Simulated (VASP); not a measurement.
# Ni (Im-3m) in VASP: single point with LDA

Aim: the single point of Ni with LDA.

Program: VASP 6.6.1. These are calculated values, not measurements. Logs are shortened: lines on timing, memory, paths and dates and some standing lists are left out, and cuts for length are marked.

**1. The cell of the first run**

The structure is cubic, space group Im-3m (No. 229). The conventional cell has a = 2.767 Å, b = 2.767 Å, c = 2.767 Å, α = 90.00°, β = 90.00°, γ = 90.00°. Within 3.2 Å of Ni (site symmetry m-3m) lie 14 Ni at 2.40 to 2.77 Å.

**2. Single point, LDA, collinear spin, ferromagnetic start**

INCAR

```
PREC = Accurate
ENCUT = 520
EDIFF = 1E-6
ISMEAR = -1
SIGMA = 0.05
LREAL = False
LASPH = True
NELM = 150
ALGO = Normal
ISIF = 2
LWAVE = False
LCHARG = True
ISPIN = 2
MAGMOM = 0.61
LORBIT = 11
NUPDOWN = 0.61
LMAXMIX = 4
LELF = True
LVHAR = True
NBANDS = 15
```

KPOINTS

```
regular mesh
0
Gamma
  17 17 17
```

POSCAR

```
Ni
1.0
   -1.3837154700      1.3837154700      1.3837154700
    1.3837154700     -1.3837154700      1.3837154700
    1.3837154700      1.3837154700     -1.3837154700
Ni
1
Direct
    0.0000000000      0.0000000000      0.0000000000
```

Potentials or basis: VASP PAW LDA potentials, release 64 (Ni).

The run is started by

```bash
$ cat potpaw_LDA.64/Ni/POTCAR > POTCAR
$ mpirun -np 1 vasp_std > vasp.out
```

OUTCAR:

```text
PREC = Accurate
   ENCUT = 520
   EDIFF = 1E-6
   ISMEAR = -1
   LREAL = False
   LASPH = True
   NELM = 150
   ISIF = 2
   ISPIN = 2
   LORBIT = 11
   NUPDOWN = 0.61

 ion  position               nearest neighbor table
   1  0.000  0.000  0.000-

  LATTYP: Found a body centered cubic cell.
 ALAT       =     2.7674309400

  Lattice vectors:

 A1 = (  -1.3837154700,   1.3837154700,   1.3837154700)
 A2 = (   1.3837154700,  -1.3837154700,   1.3837154700)
 A3 = (   1.3837154700,   1.3837154700,  -1.3837154700)

Analysis of symmetry for initial positions (statically):
=====================================================================
 Subroutine PRICEL returns:
 Original cell was already a primitive cell.

 Routine SETGRP: Setting up the symmetry group for a
 body centered cubic supercell.

 Subroutine GETGRP returns: Found 48 space group operations
 (whereof 48 operations were pure point group operations)
 out of a pool of 48 trial point group operations.

The static configuration has the point symmetry O_h .

Analysis of symmetry for dynamics (positions and initial velocities):
=====================================================================
 Subroutine PRICEL returns:
 Original cell was already a primitive cell.

 Routine SETGRP: Setting up the symmetry group for a
 body centered cubic supercell.

 Subroutine GETGRP returns: Found 48 space group operations
 (whereof 48 operations were pure point group operations)
 out of a pool of 48 trial point group operations.

The dynamic configuration has the point symmetry O_h .

Analysis of structural, dynamic, and magnetic symmetry:
=====================================================================
 Subroutine PRICEL returns:
 Original cell was already a primitive cell.

 Routine SETGRP: Setting up the symmetry group for a
 body centered cubic supercell.

 Subroutine GETGRP returns: Found 48 space group operations
 (whereof 48 operations were pure point group operations)
 out of a pool of 48 trial point group operations.

The overall configuration has the point symmetry O_h .

 Subroutine INISYM returns: Found 48 space group operations
 (whereof 48 operations are pure point group operations),
 and found     1 'primitive' translations

----------------------------------------------------------------------------------------

                                     Primitive cell

  volume of cell :      10.5974

  direct lattice vectors                    reciprocal lattice vectors
    -1.383715470  1.383715470  1.383715470     0.000000000  0.361345964  0.361345964
     1.383715470 -1.383715470  1.383715470     0.361345964  0.000000000  0.361345964
     1.383715470  1.383715470 -1.383715470     0.361345964  0.361345964  0.000000000

  length of vectors
     2.396665497  2.396665497  2.396665497     0.511020363  0.511020363  0.511020363

  position of ions in fractional coordinates (direct lattice)
     0.000000000  0.000000000  0.000000000

  ion indices of the primitive-cell ions
   primitive index   ion index
                 1           1

----------------------------------------------------------------------------------------

 KPOINTS: regular mesh

Automatic generation of k-mesh.
 Grid dimensions read from file:
 generate k-points for:   17   17   17

 Generating k-lattice:

  Cartesian coordinates                     Fractional coordinates (reciprocal lattice)
     0.000000000  0.021255645  0.021255645     0.058823529  0.000000000  0.000000000
     0.021255645  0.000000000  0.021255645     0.000000000  0.058823529  0.000000000
     0.021255645  0.021255645  0.000000000     0.000000000  0.000000000  0.058823529

  Length of vectors
     0.030060021  0.030060021  0.030060021

  Shift w.r.t. Gamma in fractional coordinates (k-lattice)
     0.000000000  0.000000000  0.000000000

 Subroutine IBZKPT returns following result:
 ===========================================

 Found    165 irreducible k-points:

 Following reciprocal coordinates:
            Coordinates               Weight
  0.000000  0.000000  0.000000      1.000000
  0.058824  0.000000  0.000000     12.000000
  0.117647  0.000000  0.000000     12.000000
  0.176471  0.000000  0.000000     12.000000
  0.235294  0.000000  0.000000     12.000000
  0.294118  0.000000  0.000000     12.000000
[... 16 lines left out ...]
  0.411765  0.117647 -0.000000     48.000000
  0.176471  0.176471  0.000000     24.000000
 [... further k-points ...]
   k-points           NKPTS =    165   k-points in BZ     NKDIM =    165   number of bands    NBANDS=     15
   number of dos      NEDOS =    301   number of ions     NIONS =      1
   total plane-waves  NPLWV =   5832
   dimension x,y,z NGX =    18 NGY =   18 NGZ =   18
   dimension x,y,z NGXF=    36 NGYF=   36 NGZF=   36
   ions per type =               1
   NGX,Y,Z   is equivalent  to a cutoff of  12.49, 12.49, 12.49 a.u.
   NGXF,Y,Z  is equivalent  to a cutoff of  24.97, 24.97, 24.97 a.u.
 SYSTEM =  unknown system
   PREC   = accura    normal or accurate (medium, high low for compatibility)
   ISTART =      0    job   : 0-new  1-cont  2-samecut
   ICHARG =      2    charge: 1-file 2-atom 10-const
   ISPIN  =      2    spin polarized calculation?
   LNONCOLLINEAR =      F non collinear calculations
   LSORBIT =      F    spin-orbit coupling
   LASPH  =      T    aspherical Exc in radial PAW
   ENCUT  =  520.0 eV  38.22 Ry    6.18 a.u.   4.46  4.46  4.46*2*pi/ulx,y,z
   NELM   =    150;   NELMIN=  2; NELMDL= -5     # of ELM steps
   EDIFF  = 0.1E-05   stopping-criterion for ELM
   LREAL  =      F    real-space projection
   EDIFFG = 0.1E-04   stopping-criterion for IOM
   NSW    =      0    number of steps for IOM
   IBRION =     -1    ionic relax: 0-MD 1-quasi-New 2-CG
   NFREE  =      0    steps in history (QN), initial steepest desc. (CG)
   ISIF   =      2    stress and relaxation
   ISYM   =      2    0-nonsym 1-usesym 2-fastsym
   POTIM  = 0.5000    time-step for ionic-motion
   TEBEG  =    0.0;   TEEND  =   0.0 temperature during run
   PSTRESS=    0.0 pullay stress
   NELECT =      10.0000    total number of electrons
   NUPDOWN=       0.6100    fix difference up-down
   EMIN   =  10.00;   EMAX   =-10.00  energy-range for DOS
   EFERMI =   0.00;   METHOD = LEGACY
   ISMEAR =    -1;   SIGMA  =   0.05  broadening in eV -4-tet -1-fermi 0-gaus
   EFERMI_NEDOS =   21; number of points for ismear=-14 and -15
   IALGO  =     38    algorithm
   IMIX   =      4    mixing-type and parameters
     AMIX     =   0.40;   BMIX     =  1.00
     AMIX_MAG =   1.60;   BMIX_MAG =  1.00
  volume/ion in A,a.u.               =      10.60        71.51
  Fermi-wavevector in a.u.,A,eV,Ry     =   1.605738  3.034405 35.081190  2.578395
  Thomas-Fermi vector in A             =   2.702037
   LORBIT       =     11    0 simple, 1 ext, 2 COOP (PROOUT), +10 PAW based schemes
   GGA     = CA    functional components
   LHFCALC =     F    Hartree Fock is set to
   AEXX    =    0.0000 exact exchange contribution
   IVDW    =     0    specifies the selected vdW correction
   LEPSILON=     F    determine dielectric tensor
   LRPA    =     F    only Hartree local field effects (RPA)
 spin polarized calculation
  energy-cutoff  :      520.00
  volume of cell :       10.60
 maximum number of plane-waves:       321
 NGX is ok and might be reduce to    18
   NGX =  9   NGY =  9   NGZ =  9

 number of electron      10.0000004 magnetization       0.6100000

 Free energy of the ion-electron system (eV)
  ---------------------------------------------------
  ext. energy  EPLUGINS =         0.00000000
  ---------------------------------------------------
  free energy    TOTEN  =        -6.46146033 eV

  energy without entropy =       -6.44722893  energy(sigma->0) =       -6.45434463

 E-fermi :   9.2826     XC(G=0): -13.7666

 val. band max:        9.4299735905   @ k =   0.2353   0.1176   0.0588
 cond. band min:       9.2842126994   @ k =  -0.1765   0.2353   0.1176
 fundamental gap:     -0.1457608912
 Fermi energy:         9.4541835127

 spin component 1

 k-point     1 :       0.0000    0.0000    0.0000
  band No.  band energies     occupation
      1       0.2310      1.00000
      2       6.9432      1.00000
      3       6.9432      1.00000
      4       6.9432      1.00000
      5       8.3942      1.00000
      6       8.3942      1.00000
      7      36.0656      0.00000
      8      36.0656      0.00000
      9      36.0656      0.00000
     10      41.1480      0.00000
     11      41.1480      0.00000
     12      42.1258      0.00000
     13      42.1258      0.00000
     14      42.1258      0.00000
     15      42.8980      0.00000
[... 397 lines left out ...]
 k-point    24 :       0.1765    0.1765    0.0000
  band No.  band energies     occupation
      1       3.6263      1.00000
      2       6.4265      1.00000
      3       6.4805      1.00000
      4       8.0721      1.00000
      5       8.5117      1.00000
      6       8.8313      1.00000
      7      24.8375      0.00000
      8      25.5998      0.00000
      9      31.3093      0.00000
     10      36.3655      0.00000
     11      39.6901      0.00000
     12      43.2640      0.00000
     13      46.4381      0.00000
     14      49.5428      0.00000
     15      51.6910      0.00000

 [... further k-points ...]

 spin component 2

 k-point     1 :       0.0000    0.0000    0.0000
  band No.  band energies     occupation
      1       0.3003      1.00000
      2       7.5589      1.00000
      3       7.5589      1.00000
      4       7.5589      1.00000
      5       8.9387      0.99897
      6       8.9387      0.99897
      7      36.0787      0.00000
      8      36.0787      0.00000
      9      36.0787      0.00000
     10      41.1998      0.00000
     11      41.1998      0.00000
     12      42.3232      0.00000
     13      42.3232      0.00000
     14      42.3232      0.00000
     15      43.1159      0.00000
[... 397 lines left out ...]
 k-point    24 :       0.1765    0.1765    0.0000
  band No.  band energies     occupation
      1       3.7451      1.00000
      2       6.9623      1.00000
      3       7.0430      1.00000
      4       8.6311      1.00000
      5       9.0958      0.97671
      6       9.4295      0.05024
      7      25.0234      0.00000
      8      25.7736      0.00000
      9      31.4530      0.00000
     10      36.4486      0.00000
     11      39.8240      0.00000
     12      43.3697      0.00000
     13      46.6021      0.00000
     14      49.6318      0.00000
     15      51.8520      0.00000

 [... further k-points ...]

------------------------ aborting loop because EDIFF is reached ----------------------------------------

  FORCE on cell =-STRESS in cart. coord.  units (eV):
  Direction    XX          YY          ZZ          XY          YZ          ZX
  --------------------------------------------------------------------------------------
  -------------------------------------------------------------------------------------
  Total       -0.6452411     -0.6452411     -0.6452411      0.0000000      0.0000000      0.0000000
  in kB      -97.5511179    -97.5511179    -97.5511179      0.0000000      0.0000000      0.0000000
  external PRESSURE =     -97.5511179 kB  Pullay stress =       0.0000000 kB

 VOLUME and BASIS-vectors are now :
 -----------------------------------------------------------------------------
  energy-cutoff  :      520.00
  volume of cell :       10.60
      direct lattice vectors                 reciprocal lattice vectors
    -1.383715470  1.383715470  1.383715470     0.000000000  0.361345964  0.361345964
     1.383715470 -1.383715470  1.383715470     0.361345964  0.000000000  0.361345964
     1.383715470  1.383715470 -1.383715470     0.361345964  0.361345964  0.000000000

 POSITION                                       TOTAL-FORCE (eV/Angst)
 -----------------------------------------------------------------------------------
      0.00000      0.00000      0.00000        -0.000000      0.000000      0.000000
 -----------------------------------------------------------------------------------
    total drift:                                0.000000      0.000000      0.000000

  FREE ENERGIE OF THE ION-ELECTRON SYSTEM (eV)
  ---------------------------------------------------
  free  energy   TOTEN  =        -6.4614603339 eV

  energy  without entropy=       -6.4472289269  energy(sigma->0) =       -6.45434463

 total charge

# of ion       s       p       d       tot
------------------------------------------
    1        0.506   0.513   8.352   9.371

 magnetization (x)

# of ion       s       p       d       tot
------------------------------------------
    1       -0.000  -0.008   0.617   0.609
```

Run time: 90 s. Hardware: 1 thread of Intel Xeon Platinum 8259CL at 2.50GHz (Skylake/Cascade Lake), shared host; peak memory 0.15 GiB.

Results:

```yaml
Free_energy: -6.4615 eV
Pressure: -9.8 GPa
Net_moment: 0.61 μB per cell
Site_moments: Ni +0.61 μB
Valence_electrons_inside_the_program's_atomic_spheres: Ni 9.37
```

Caveat: the total moment is fixed, so each spin has its own Fermi level.
